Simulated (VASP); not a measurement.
Input of a VASP 6.6.1 run:

The input INCAR:

```
SYSTEM = Sr
ALGO = Normal
EDIFF = 1E-6
ENCUT = 520
GGA = PS
ISIF = 2
ISMEAR = 0
LASPH = .True.
LCHARG = .False.
LREAL = .False.
LWAVE = .False.
NBANDS = 11
NELM = 60
PREC = Accurate
SIGMA = 0.03
```

Contents of KPOINTS:

```
k-points
0
Gamma
  10 10 10
  0 0 0
```

POSCAR

```
Sr
1.0
    0.0000000000      2.9206560000      2.7989620000
    2.9206560000      0.0000000000      2.7989620000
    2.9206560000      2.9206560000      0.0000000000
Sr
1
Direct
    0.0000000000      0.0000000000      0.0000000000
```

Potentials or basis: VASP PAW PBE potentials, release 64 (Sr_sv).

Run with:

```bash
$ cat potpaw_PBE.64/Sr_sv/POTCAR > POTCAR
$ mpirun -np 1 vasp_std > vasp.out
```

What does it give for the pressure?

1.2 GPa.

Predict the band gap on the k mesh.

zero (band 5 reaches 2.03 eV, above the bottom of band 6 at 1.99 eV).

Caveat: the cell differs from its parent crystal (strain -0.040 along x and y, -0.080 along z); the PAW data sets were made with another functional, which shifts forces and pressure a little.
